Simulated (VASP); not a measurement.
Here is a VASP 6.6.1 calculation.

File INCAR:

```
SYSTEM = WS2
ALGO     = Normal         ! electronic algorithm
EDIFF    = 1E-7           ! SCF threshold, eV
ENCUT    = 520            ! plane-wave cutoff, eV
GGA      = PS             ! functional
ISIF     = 2              ! what is computed and relaxed
ISMEAR   = 0              ! smearing method
LASPH    = .True.         ! aspherical terms in the spheres
LCHARG   = .False.        ! write CHGCAR
LREAL    = .False.        ! projectors in reciprocal space
LWAVE    = .False.        ! write WAVECAR
NBANDS   = 35             ! bands
NELM     = 80             ! most SCF steps
PREC     = Accurate       ! precision mode
SIGMA    = 0.02           ! smearing width, eV
```

KPOINTS

```
k-points
0
Gamma
  12 12 2
  0 0 0
```

Contents of POSCAR:

```
WS2
1.0
    3.1458813836      0.0000000000      0.0000000000
   -1.5729406918      2.7244131955      0.0000000000
    0.0000000000      0.0000000000     23.5674572586
W S
2 4
Direct
    0.3333333333      0.6666666667      0.6345758579
    0.6666666667      0.3333333333      0.3654241421
    0.3333333333      0.6666666667      0.2989469828
    0.6666666667      0.3333333333      0.5680493466
    0.3333333333      0.6666666667      0.4319506534
    0.6666666667      0.3333333333      0.7010530172
```

Potentials or basis: VASP PAW PBE potentials, release 64 (W_sv, S).

Launch:

```bash
$ cat potpaw_PBE.64/W_sv/POTCAR potpaw_PBE.64/S/POTCAR > POTCAR
$ mpirun -np 1 vasp_std > vasp.out
```

Task: Estimate the band gap on the k mesh.

Result: 1.54 eV (least direct gap 1.91 eV).

Task: Estimate the largest force.

Result: 0.021 eV/Å.

Forces in eV/Å, atoms in the order of the input:
```
W    0.000  0.000  0.001
W    0.000  0.000 -0.001
S    0.000  0.000 -0.021
S    0.000  0.000 -0.020
S    0.000  0.000  0.020
S    0.000  0.000  0.021
```

Caveat: the PAW data sets were made with another functional, which shifts forces and pressure a little; spin-orbit coupling is left out, which moves the levels of the heavy elements.
